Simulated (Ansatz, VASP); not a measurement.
# Two plane-wave programs on Zr12H

```
CELL_PARAMETERS angstrom
6.46000 0.00000 0.00000
-4.84500 8.39179 0.00000
0.00000 0.00000 5.14539
ATOMIC_POSITIONS crystal
Zr 0.00266 0.00115 0.99667
Zr 0.16803 0.22377 0.50111
Zr 0.00046 0.33141 0.00788
Zr 0.16042 0.55460 0.49738
Zr 0.99900 0.66401 0.99878
Zr 0.16389 0.88955 0.49354
Zr 0.50003 0.00031 0.00110
Zr 0.66425 0.22241 0.50692
Zr 0.50245 0.33178 0.00572
Zr 0.66518 0.55382 0.49681
Zr 0.50147 0.66656 0.01074
Zr 0.66965 0.89603 0.49351
H 0.49972 0.66985 0.62069
```

Alike in both runs: functional PBEsol; k mesh 4 × 3 × 4; occupations gaussian, width 0.1 eV; no spin polarisation.

Ansatz relaxed the structure, and its values are those at the end. VASP's run is a single point on that final structure, the one shown.

|  | VASP | Ansatz |
| --- | --- | --- |
| version | VASP 6.6.1 | Ansatz 0.2.0 |
| potentials or method | VASP PAW PBE potentials, release 64 (Zr_sv, H), cutoff 520 eV | scalar-relativistic, plane waves, PAW |
| valence electrons in the cell | 145 | 145 |

```csv
,VASP,Ansatz,Ansatz less VASP
rms of the force components (eV/Å),0.004,0.004,+0.0004
```

VASP's potentials were made for PBE, not for PBEsol.
